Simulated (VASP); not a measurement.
Cu:

```
CELL_PARAMETERS angstrom
-1.44279 1.44279 1.37608
1.44279 -1.44279 1.37608
1.44279 1.44279 -1.37608
ATOMIC_POSITIONS crystal
Cu 0.00000 0.00000 0.00000
```

Base run:

* Program: VASP 6.6.1
* Functional: LDA
* Potentials or basis: VASP PAW LDA potentials, release 64 (Cu)
* Cutoff: 600 eV
* k mesh: 14 × 14 × 14
* Occupations: fermi-dirac, width 0.05 eV
* Spin: collinear spin
* Starting moments: [0.2] μB
* Fixed moment: 0.2 μB

Its results: pressure -6.3 GPa; site moments Cu +0.16 μB.

Question: The run is repeated on the same cell with these changes: fixed moment from 0.2 μB to 0.75 μB; moments at the start from [0.2] to [0.75]. What comes out?

Answer: Pressure 0.5 GPa; site moments Cu +0.61 μB.

Caveats: the total moment is fixed, so each spin has its own Fermi level; the cell stands under tension (at least some runs).
